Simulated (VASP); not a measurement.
Write the native input for VASP 6.6.1 that does the following.

| Quantity | Value |
| --- | --- |
| Task | single point |
| Functional | PBE |
| Potentials or basis | VASP PAW PBE potentials, release 64 (Zn, S) |
| Cutoff | 520 eV |
| k mesh | 6 × 6 × 6 |
| Occupations | gaussian, width 0.05 eV |
| Spin | no spin polarisation |
| Dipole correction | no |
| Further INCAR settings | ALGO = Normal; EDIFF = 1e-06; NBANDS = 46 |

The structure of ZnS lies in POSCAR:

```
ZnS
1.0
    5.4431279680      0.0000000000      0.0000000000
    0.0000000000     -5.4431279680      0.0000000000
    0.0000000000      0.0000000000     -5.4431279680
Zn S
4 4
Direct
   -0.0467669404     -0.0467669404      0.0000000000
    0.5000000000      0.5000000000      0.0000000000
    0.5000000000      0.0000000000      0.5000000000
    0.0000000000      0.5000000000      0.5000000000
    0.7500000000      0.7500000000      0.7500000000
    0.2500000000      0.2500000000      0.7500000000
    0.2500000000      0.7500000000      0.2500000000
    0.7500000000      0.2500000000      0.2500000000
```

This cell differs from its parent crystal: atom 1 (Zn) moved +0.360 Å towards its neighbour atom 2 (Zn) at 3.849 Å.

The input as run:

INCAR

```
PREC     = Accurate       # precision mode
ENCUT    = 520            # plane-wave cutoff, eV
EDIFF    = 1E-6           # SCF threshold, eV
ISMEAR   = 0              # smearing method
SIGMA    = 0.05           # smearing width, eV
LREAL    = F              # projectors in reciprocal space
LASPH    = T              # aspherical terms in the spheres
NELM     = 80             # most SCF steps
ALGO     = Normal         # electronic algorithm
ISIF     = 2              # what is computed and relaxed
LWAVE    = F              # write WAVECAR
LCHARG   = F              # write CHGCAR
GGA      = PE             # functional
NBANDS   = 46             # bands
```

KPOINTS

```
regular mesh
0
Gamma
  6 6 6
```

Potentials or basis: VASP PAW PBE potentials, release 64 (Zn, S).

The run is started by

```bash
$ cat potpaw_PBE.64/Zn/POTCAR potpaw_PBE.64/S/POTCAR > POTCAR
$ mpirun -np 1 vasp_std > vasp.out
```

It gave:

- Pressure: 1.3 GPa
- Largest force: 3.115 eV/Å
- Band gap on the k mesh: 1.89 eV

Caveat: the cell differs from its parent crystal (atom 1 (Zn) moved +0.360 Å towards its neighbour atom 2 (Zn) at 3.849 Å); forces of over 1 eV/Å act on the atoms, so gaps and moduli don't describe the material at rest.

Wall time 5.5 min on 1 thread of AMD EPYC 7R43 64-Core Processor (Zen 3), with other jobs on the host, peak memory 0.46 GiB.
